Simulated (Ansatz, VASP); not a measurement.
# One calculation of Te, two programs

The input INCAR:

```
PREC = Accurate
ENCUT = 520
EDIFF = 1E-6
ISMEAR = -1
SIGMA = 0.05
LREAL = F
LASPH = T
NELM = 80
ALGO = Normal
ISIF = 2
LWAVE = F
LCHARG = F
GGA = PE
NBANDS = 16
```

File KPOINTS:

```
Automatic mesh
0
Gamma
  8 8 8
```

The input POSCAR:

```
Te
1.0
    4.2898182317     -2.4024035783      0.0000000000
    4.2898182317      2.4024035783      0.0000000000
   -0.1321666442      0.0000000000      4.0094263667
Te
3
Direct
    0.6760000000      0.6760000000      0.6750000000
    0.3240000000      0.3240000000      0.3250000000
    0.0000000000      0.0000000000      0.0000000000
```

Input for Ansatz:

```yaml
crystal:
  lattice:
    - [4.2898182317, -2.4024035783, 0.0]
    - [4.2898182317, 2.4024035783, 0.0]
    - [-0.1321666442, 0.0, 4.0094263667]
  atoms:
    - { symbol: Te, position: [0.676, 0.676, 0.675] }
    - { symbol: Te, position: [0.324, 0.324, 0.325] }
    - { symbol: Te, position: [0.0, 0.0, 0.0] }
kpoints:
  mp_grid: { grid: [8, 8, 8] }
  band_path:
    path:
      - [0.0, 0.0, 0.0]
      - [-0.3284920764, 0.3284920764, 0.0]
      - [-0.6715079236, -0.3284920764, 0.0]
      - [-0.5, -0.5, 0.0]
      - [0.0, 0.0, 0.0]
      - [-0.5, -0.5, 0.5]
      - [-0.6770386277, -0.3229613723, 0.5]
      - [-0.3229613723, 0.3229613723, 0.5]
      - [0.0, 0.0, 0.5]
    npoints: 5
scf:
  occupations: { method: fermi_dirac, width: 0.05 }
hamiltonian:
  xc: pbe
  pseudopotentials: { kind: all_electron, lapw: { basis_error: 0.001 } }
output:
  forces: true
  stress: true
  eigenvalues: true
```

Change from the starting cell: volume scaled by 1.04.

Alike in both runs: task single point; functional PBE; k mesh 8 × 8 × 8; occupations fermi-dirac, width 0.05 eV; no spin polarisation.

|  | VASP | Ansatz |
| --- | --- | --- |
| version | VASP 6.6.1 | Ansatz 0.2.0 |
| potentials or method | VASP PAW PBE potentials, release 64 (Te), cutoff 520 eV | all-electron LAPW, scalar-relativistic |

Ansatz gave:

| Property | Result |
| --- | --- |
| pressure (GPa) | 6.0 |
| traceless stress, the component that is largest in VASP (GPa) | 1.44 |
| rms of the force components (eV/Å) | 0.188 |

**Question.** What did VASP give for the same quantities?

**Answer.** Pressure (GPa): 6.0; traceless stress, the component that is largest in VASP (GPa): 1.44; rms of the force components (eV/Å): 0.189.

Atom by atom the forces differ by 0.001 eV/Å (rms over components). Ansatz ran all-electron here, and VASP with PAW potentials.

Neither program's run includes spin-orbit coupling.
